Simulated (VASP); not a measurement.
Ba:

```
CELL_PARAMETERS angstrom
-2.50650 2.50650 2.50650
2.50650 -2.50650 2.50650
2.50650 2.50650 -2.50650
ATOMIC_POSITIONS crystal
Ba 0.00000 0.00000 0.00000
```

- Program: VASP 6.6.1
- Task: relaxation of volume and atoms at fixed shape
- Functional: PBEsol
- Potentials or basis: VASP PAW PBE potentials, release 64 (Ba_sv)
- Cutoff: 600 eV
- k mesh: 7 × 7 × 7
- Occupations: gaussian, width 0.1 eV
- Spin: no spin polarisation

At the start: pressure -0.5 GPa; volume 62.99 Å³/atom.

Question: How do energy, volume and symmetry change on relaxing?

Answer: Over 4 steps the energy falls by 6.8 meV/atom and the volume is 59.04 Å³/atom (-6.3 %); space group Im-3m (No. 229, to 0.05 Å).

The path:
| step | energy change (eV) | largest force (eV/Å) | pressure (GPa) | volume (Å³) |
| --- | --- | --- | --- | --- |
| 1 | 0.0000 | 0.0000 | -0.53 | 62.99 |
| 2 | -0.0049 | 0.0000 | -0.31 | 61.11 |
| 3 | -0.0066 | 0.0000 | 0.09 | 58.44 |
| 4 | -0.0068 | 0.0000 | 0.01 | 59.04 |

Final structure:
```yaml
crystal:
  lattice:
    - [-2.45292, 2.45292, 2.45292]
    - [2.45292, -2.45292, 2.45292]
    - [2.45292, 2.45292, -2.45292]
  atoms:
    - { symbol: Ba, position: [0.00000, 0.00000, 0.00000] }
```

Caveat: the PAW data sets were made with another functional, which shifts forces and pressure a little.
